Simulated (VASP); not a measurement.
Ca2Al2O, 5 atoms in the cell. Symmetry: P4/mmm, No. 123, tetragonal system. Conventional cell: a = 4.699 Å, b = 4.699 Å, c = 4.214 Å, α = 90.00°, β = 90.00°, γ = 90.00°. Ca (site symmetry 4/mmm) has 4 Al at 2.35 Å within 3.1 Å. Within 2.8 Å of Ca (site symmetry 4/mmm) lie 2 O at 2.11 Å and 4 Al at 2.35 Å. Within 3.4 Å of Al (site symmetry mmm) lie 4 Ca at 2.35 Å and 4 O at 3.16 Å and 4 Al at 3.32 Å. Within 2.8 Å of O (site symmetry 4/mmm) lie 2 Ca at 2.11 Å. The cell was generated, and may not be a known phase.

```yaml
Program: VASP 6.6.1
Task: relaxation of cell and atoms
Functional: PBE
Potentials_or_basis: VASP PAW PBE potentials, release 64 (Ca_sv, Al, O)
Cutoff: 600 eV
k_mesh: 4 × 4 × 4
Occupations: gaussian, width 0.1 eV
Spin: no spin polarisation
Dipole_correction: no
Further_INCAR_settings: ALGO = Normal; EDIFF = 1e-07; IBRION = 2; EDIFFG = -0.04; NSW = 90; ISIF = 3
```

Potentials or basis: VASP PAW PBE potentials, release 64 (Ca_sv, Al, O).

Run with:

```console
$ cat potpaw_PBE.64/Ca_sv/POTCAR potpaw_PBE.64/Al/POTCAR potpaw_PBE.64/O/POTCAR > POTCAR
$ mpirun -np 1 vasp_std > vasp.out
```

Hardware: 1 thread of Oxide Virtual Turin-like Processor, on a shared host.

Question: How long does it take, and how much memory?

Answer: Wall time 3.5 min on 1 thread of Oxide Virtual Turin-like Processor (shared host), peak memory 0.22 GiB. Counts: scf iterations 75, k points 18, ion steps 6.
